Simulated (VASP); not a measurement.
# Te (P3_121) in VASP: further runs

Aim: see how the results for Te move with the level of theory and the settings. Levels: PBEsol, r2SCAN. Tasks: single point.

Program: VASP 6.6.1. These are calculated values, not measurements. Logs are shortened: lines on timing, memory, paths and dates and some standing lists are left out, and cuts for length are marked.

## (1) The cell of the first run

Symmetry: P3_121, No. 152, trigonal system. Conventional cell: a = 4.541 Å, b = 4.541 Å, c = 6.040 Å, α = 90.00°, β = 90.00°, γ = 120.00°. Te (site symmetry 2) has 6 Te at 2.92 to 3.54 Å within 3.8 Å.

## (2) Single point, PBEsol (volume scaled by 1.06)

INCAR reads:

```
ALGO = Normal
EDIFF = 1E-7
ENCUT = 520
GGA = PS
ISIF = 2
ISMEAR = -1
LASPH = True
LCHARG = False
LREAL = False
LWAVE = False
NBANDS = 16
NELM = 80
PREC = Accurate
SIGMA = 0.05
```

KPOINTS reads:

```
k-points
0
Gamma
  7 7 5
```

POSCAR reads:

```
Te
1.0
    4.5413555111      0.0000000000      0.0000000000
   -2.2706777555      3.9329292402      0.0000000000
    0.0000000000      0.0000000000      6.0401863600
Te
3
Direct
    0.7310000000      0.7310000000      0.0000000000
    0.0000000000      0.2690000000      0.6666666667
    0.2690000000      0.0000000000      0.3333333333
```

Potentials or basis: VASP PAW PBE potentials, release 64 (Te).

The run is started by

```bash
> cat potpaw_PBE.64/Te/POTCAR > POTCAR
> mpirun -np 1 vasp_std > vasp.out
```

OUTCAR:

```text
EDIFF = 1E-7
   ENCUT = 520
   GGA = PS
   ISIF = 2
   ISMEAR = -1
   LASPH = True
   LREAL = False
   NELM = 80
   PREC = Accurate

 ion  position               nearest neighbor table
   1  0.731  0.731  0.000-   2 2.92   3 2.92   2 3.54   3 3.54   3 3.54   2 3.54
   2  0.000  0.269  0.667-   1 2.92   3 2.92   1 3.54   1 3.54   3 3.54   3 3.54
   3  0.269  0.000  0.333-   1 2.92   2 2.92   1 3.54   1 3.54   2 3.54   2 3.54

  LATTYP: Found a hexagonal cell.
 ALAT       =     4.5413555111
 C/A-ratio  =     1.3300404131

  Lattice vectors:

 A1 = (   4.5413555111,   0.0000000000,   0.0000000000)
 A2 = (  -2.2706777555,   3.9329292402,   0.0000000000)
 A3 = (   0.0000000000,   0.0000000000,   6.0401863600)

Analysis of symmetry for initial positions (statically):
=====================================================================
 Subroutine PRICEL returns:
 Original cell was already a primitive cell.

 Routine SETGRP: Setting up the symmetry group for a
 hexagonal supercell.

 Subroutine GETGRP returns: Found  6 space group operations
 (whereof  2 operations were pure point group operations)
 out of a pool of 24 trial point group operations.

The static configuration has the point symmetry C_2 .
 The point group associated with its full space group is D_3 .

Analysis of symmetry for dynamics (positions and initial velocities):
=====================================================================
 Subroutine PRICEL returns:
 Original cell was already a primitive cell.

 Routine SETGRP: Setting up the symmetry group for a
 hexagonal supercell.

 Subroutine GETGRP returns: Found  6 space group operations
 (whereof  2 operations were pure point group operations)
 out of a pool of 24 trial point group operations.

The dynamic configuration has the point symmetry C_2 .
 The point group associated with its full space group is D_3 .

 Subroutine INISYM returns: Found  6 space group operations
 (whereof  2 operations are pure point group operations),
 and found     1 'primitive' translations

----------------------------------------------------------------------------------------

                                     Primitive cell

  volume of cell :     107.8827

  direct lattice vectors                    reciprocal lattice vectors
     4.541355511  0.000000000  0.000000000     0.220198572  0.127131705  0.000000000
    -2.270677755  3.932929240  0.000000000     0.000000000  0.254263410  0.000000000
     0.000000000  0.000000000  6.040186360     0.000000000  0.000000000  0.165557806

  length of vectors
     4.541355511  4.541355511  6.040186360     0.254263410  0.254263410  0.165557806

  position of ions in fractional coordinates (direct lattice)
     0.731000000  0.731000000  0.000000000
     0.000000000  0.269000000  0.666666667
     0.269000000  0.000000000  0.333333333

  ion indices of the primitive-cell ions
   primitive index   ion index
                 1           1
                 2           2
                 3           3

----------------------------------------------------------------------------------------

 KPOINTS: k-points

Automatic generation of k-mesh.
 Grid dimensions read from file:
 generate k-points for:    7    7    5

 Generating k-lattice:

  Cartesian coordinates                     Fractional coordinates (reciprocal lattice)
     0.031456939  0.018161672  0.000000000     0.142857143  0.000000000  0.000000000
     0.000000000  0.036323344  0.000000000     0.000000000  0.142857143  0.000000000
     0.000000000  0.000000000  0.033111561     0.000000000  0.000000000  0.200000000

  Length of vectors
     0.036323344  0.036323344  0.033111561

  Shift w.r.t. Gamma in fractional coordinates (k-lattice)
     0.000000000  0.000000000  0.000000000

 Subroutine IBZKPT returns following result:
 ===========================================

 Found     32 irreducible k-points:

 Following reciprocal coordinates:
            Coordinates               Weight
  0.000000  0.000000  0.000000      1.000000
  0.142857 -0.000000  0.000000      6.000000
  0.285714 -0.000000  0.000000      6.000000
  0.428571 -0.000000  0.000000      6.000000
  0.142857  0.142857  0.000000      6.000000
  0.285714  0.142857  0.000000     12.000000
[... 16 lines left out ...]
  0.000000  0.142857  0.400000      6.000000
  0.285714 -0.000000  0.400000      6.000000
 [... further k-points ...]
   k-points           NKPTS =     32   k-points in BZ     NKDIM =     32   number of bands    NBANDS=     16
   number of dos      NEDOS =    301   number of ions     NIONS =      3
   total plane-waves  NPLWV =  62208
   dimension x,y,z NGX =    36 NGY =   36 NGZ =   48
   dimension x,y,z NGXF=    72 NGYF=   72 NGZF=   96
   ions per type =               3
   NGX,Y,Z   is equivalent  to a cutoff of  13.18, 13.18, 13.21 a.u.
   NGXF,Y,Z  is equivalent  to a cutoff of  26.36, 26.36, 26.42 a.u.
 SYSTEM =  unknown system
   PREC   = accura    normal or accurate (medium, high low for compatibility)
   ISTART =      0    job   : 0-new  1-cont  2-samecut
   ICHARG =      2    charge: 1-file 2-atom 10-const
   ISPIN  =      1    spin polarized calculation?
   LNONCOLLINEAR =      F non collinear calculations
   LSORBIT =      F    spin-orbit coupling
   LASPH  =      T    aspherical Exc in radial PAW
   ENCUT  =  520.0 eV  38.22 Ry    6.18 a.u.   8.44  8.44 11.23*2*pi/ulx,y,z
   NELM   =     80;   NELMIN=  2; NELMDL= -5     # of ELM steps
   EDIFF  = 0.1E-06   stopping-criterion for ELM
   LREAL  =      F    real-space projection
   EDIFFG = 0.1E-05   stopping-criterion for IOM
   NSW    =      0    number of steps for IOM
   IBRION =     -1    ionic relax: 0-MD 1-quasi-New 2-CG
   NFREE  =      0    steps in history (QN), initial steepest desc. (CG)
   ISIF   =      2    stress and relaxation
   ISYM   =      2    0-nonsym 1-usesym 2-fastsym
   POTIM  = 0.5000    time-step for ionic-motion
   TEBEG  =    0.0;   TEEND  =   0.0 temperature during run
   PSTRESS=    0.0 pullay stress
   NELECT =      18.0000    total number of electrons
   NUPDOWN=      -1.0000    fix difference up-down
   EMIN   =  10.00;   EMAX   =-10.00  energy-range for DOS
[... 5 lines left out ...]
     AMIX     =   0.40;   BMIX     =  1.00
     AMIX_MAG =   1.60;   BMIX_MAG =  1.00
  volume/ion in A,a.u.               =      35.96       242.68
  Fermi-wavevector in a.u.,A,eV,Ry     =   0.901256  1.703128 11.051509  0.812263
  Thomas-Fermi vector in A             =   2.024315
   LORBIT       =      0    0 simple, 1 ext, 2 COOP (PROOUT), +10 PAW based schemes
   GGA     = PS    functional components
   LHFCALC =     F    Hartree Fock is set to
   AEXX    =    0.0000 exact exchange contribution
   IVDW    =     0    specifies the selected vdW correction
   LEPSILON=     F    determine dielectric tensor
   LRPA    =     F    only Hartree local field effects (RPA)
 non-spin polarized calculation
  energy-cutoff  :      520.00
  volume of cell :      107.88
 maximum number of plane-waves:      2945
 NGX is ok and might be reduce to    36
   NGX = 17   NGY = 17   NGZ = 23

 number of electron      18.0000000 magnetization

 Free energy of the ion-electron system (eV)
  ---------------------------------------------------
  ext. energy  EPLUGINS =         0.00000000
  ---------------------------------------------------
  free energy    TOTEN  =       -10.46434306 eV

  energy without entropy =      -10.46421744  energy(sigma->0) =      -10.46428025

 E-fermi :   5.2638     XC(G=0):  -8.9829

 val. band max:        4.9354433462   @ k =   0.2857   0.2857   0.4000
 cond. band min:       5.5351996043   @ k =   0.0000   0.0000   0.4000
 fundamental gap:      0.5997562581
 Fermi energy:         5.2637673246

 k-point     1 :       0.0000    0.0000    0.0000
  band No.  band energies     occupation
      1      -8.1079      2.00000
      2      -5.0809      2.00000
      3      -5.0809      2.00000
      4       2.2537      2.00000
      5       2.4445      2.00000
      6       2.4445      2.00000
[... 8 lines left out ...]
     15      10.7763      0.00000
     16      11.4046      0.00000

 k-point     2 :       0.1429   -0.0000    0.0000
  band No.  band energies     occupation
      1      -7.9819      2.00000
      2      -5.1281      2.00000
      3      -5.0540      2.00000
      4       1.4252      2.00000
      5       1.9216      2.00000
      6       2.2581      2.00000
[... 8 lines left out ...]
     15      11.1976      0.00000
     16      11.5444      0.00000

 k-point     3 :       0.2857   -0.0000    0.0000
  band No.  band energies     occupation
      1      -7.6367      2.00000
      2      -5.3375      2.00000
      3      -4.9858      2.00000
      4       0.6970      2.00000
      5       1.3081      2.00000
      6       1.8525      2.00000
[... 8 lines left out ...]
     15      11.7866      0.00000
     16      12.4944      0.00000

 k-point     4 :       0.4286   -0.0000    0.0000
  band No.  band energies     occupation
      1      -7.2334      2.00000
      2      -5.6807      2.00000
      3      -4.9242      2.00000
      4       0.5760      2.00000
      5       0.9917      2.00000
      6       1.6683      2.00000
[... 8 lines left out ...]
     15      13.1352      0.00000
     16      13.6199      0.00000
[... 324 lines left out ...]
 k-point    22 :       0.1429   -0.0000    0.4000
  band No.  band energies     occupation
      1      -7.4655      2.00000
      2      -6.8340      2.00000
      3      -3.6104      2.00000
      4       1.3914      2.00000
      5       2.2993      2.00000
      6       2.5466      2.00000
[... 8 lines left out ...]
     15      10.8071      0.00000
     16      11.4403      0.00000

 k-point    23 :       0.0000    0.1429    0.4000
  band No.  band energies     occupation
      1      -7.4603      2.00000
      2      -6.8436      2.00000
      3      -3.5912      2.00000
      4       1.3201      2.00000
      5       2.0195      2.00000
      6       2.4923      2.00000
[... 8 lines left out ...]
     15      10.9941      0.00000
     16      11.6625      0.00000

 k-point    24 :       0.2857   -0.0000    0.4000
  band No.  band energies     occupation
      1      -7.1849      2.00000
      2      -6.5643      2.00000
      3      -4.1966      2.00000
      4       0.8595      2.00000
      5       1.8263      2.00000
      6       2.0191      2.00000
[... 8 lines left out ...]
     15      11.0889      0.00000
     16      11.7226      0.00000

 [... further k-points ...]
[... 5 lines left out ...]
  --------------------------------------------------------------------------------------
  -------------------------------------------------------------------------------------
  Total       -2.0294697     -2.0294697     -2.5951339     -0.0000000      0.0000000      0.0000000
  in kB      -30.1398572    -30.1398572    -38.5405924     -0.0000000      0.0000000      0.0000000
  external PRESSURE =     -32.9401023 kB  Pullay stress =       0.0000000 kB

 VOLUME and BASIS-vectors are now :
 -----------------------------------------------------------------------------
  energy-cutoff  :      520.00
  volume of cell :      107.88
      direct lattice vectors                 reciprocal lattice vectors
     4.541355511  0.000000000  0.000000000     0.220198572  0.127131705  0.000000000
    -2.270677755  3.932929240  0.000000000     0.000000000  0.254263410  0.000000000
     0.000000000  0.000000000  6.040186360     0.000000000  0.000000000  0.165557806

 POSITION                                       TOTAL-FORCE (eV/Angst)
 -----------------------------------------------------------------------------------
      1.65987      2.87497      0.00000         0.081169      0.140589      0.000000
     -0.61081      1.05796      4.02679         0.081169     -0.140589     -0.000000
      1.22162      0.00000      2.01340        -0.162338     -0.000000      0.000000
 -----------------------------------------------------------------------------------
    total drift:                                0.000000     -0.000000      0.000000

  FREE ENERGIE OF THE ION-ELECTRON SYSTEM (eV)
  ---------------------------------------------------
  free  energy   TOTEN  =       -10.4643430592 eV

  energy  without entropy=      -10.4642174450  energy(sigma->0) =      -10.46428025
```

It took 53 s on 1 thread of AMD EPYC 9R45 (Zen 5), shared host; peak memory 0.21 GiB.

Results:

| Item | Value |
| --- | --- |
| Free energy | -10.4643 eV |
| Pressure | -3.3 GPa |
| Largest force | 0.162 eV/Å |
| Band gap on the k mesh | 0.60 eV, indirect (least direct gap 0.72 eV) |

Forces in eV/Å, atoms in the order of the input:
```
Te   0.081  0.141  0.000
Te   0.081 -0.141  0.000
Te  -0.162  0.000  0.000
```

Caveat: the cell differs from its parent crystal (volume scaled by 1.06); the PAW data sets were made with another functional, which shifts forces and pressure a little; spin-orbit coupling is left out, which moves the levels of the heavy elements.

## (3) Single point, r2SCAN

This run uses another cell than the first one, of 31.89 Å³/atom, 0.887 times its volume.

POSCAR reads:

```
Te
1.0
    4.3630765282      0.0000000000      0.0000000000
   -2.1815382641      3.7785351121      0.0000000000
    0.0000000000      0.0000000000      5.8030681080
Te
3
Direct
    0.7310000000      0.7310000000      0.0000000000
    0.0000000000      0.2690000000      0.6666666667
    0.2690000000      0.0000000000      0.3333333333
```

INCAR.step1 reads:

```
SYSTEM = Te
PREC     = Accurate       ! precision mode
ENCUT    = 520            ! plane-wave cutoff, eV
ISMEAR   = -1             ! smearing method
SIGMA    = 0.05           ! smearing width, eV
LREAL    = .False.        ! projectors in reciprocal space
LASPH    = .True.         ! aspherical terms in the spheres
NELM     = 80             ! most SCF steps
NBANDS   = 16             ! bands
GGA      = PE             ! functional
ALGO     = Normal         ! electronic algorithm
EDIFF    = 1E-4           ! SCF threshold, eV
LWAVE    = .True.         ! write WAVECAR
LCHARG   = .False.        ! write CHGCAR
```

INCAR.step2 reads:

```
SYSTEM = Te
PREC     = Accurate       ! precision mode
ENCUT    = 520            ! plane-wave cutoff, eV
EDIFF    = 1E-6           ! SCF threshold, eV
ISMEAR   = -1             ! smearing method
SIGMA    = 0.05           ! smearing width, eV
LREAL    = .False.        ! projectors in reciprocal space
LASPH    = .True.         ! aspherical terms in the spheres
NELM     = 80             ! most SCF steps
ALGO     = Normal         ! electronic algorithm
ISIF     = 2              ! what is computed and relaxed
LWAVE    = .False.        ! write WAVECAR
LCHARG   = .False.        ! write CHGCAR
METAGGA  = R2SCAN         ! meta-GGA
LMIXTAU  = .True.       
NBANDS   = 16             ! bands
ISTART   = 1
```

KPOINTS reads:

```
regular mesh
0
Gamma
  7 7 5
  0 0 0
```

Potentials or basis: VASP PAW PBE potentials, release 64 (Te).

The run is started by

```bash
> cat potpaw_PBE.64/Te/POTCAR > POTCAR
> cp INCAR.step1 INCAR
> mpirun -np 1 vasp_std > vasp.out
> cp INCAR.step2 INCAR
> mpirun -np 1 vasp_std > vasp.out
```

Run time: 100 s. Hardware: 1 thread of Intel Xeon Platinum 8488C (Sapphire Rapids), shared host; peak memory 0.23 GiB.

The run converged. Its results:

```
Free energy            : -76.1208 eV
Pressure               : 4.7 GPa
Largest force          : 0.297 eV/Å
Band gap on the k mesh : 0.69 eV, indirect (least direct gap 0.97 eV)
```

Forces on the atoms (eV/Å):
```
Te  -0.149 -0.257  0.000
Te  -0.149  0.257  0.000
Te   0.297  0.000  0.000
```

Stress tensor (GPa, compression positive):
```
4.11 0.00 0.00
0.00 4.11 0.00
0.00 0.00 5.76
```

Levels at points of the mesh, in eV from the valence-band top:
```csv
k point,band 5,band 6,band 7,band 8,band 9,band 10,band 11,band 12,band 13,band 14
"(0.00, 0.00, 0.00)",-2.81,-2.81,-1.75,-1.75,-0.90,1.33,1.33,1.96,5.36,5.36
```

Caveat: the PAW data sets were made with another functional, which shifts forces and pressure a little; spin-orbit coupling is left out, which moves the levels of the heavy elements.
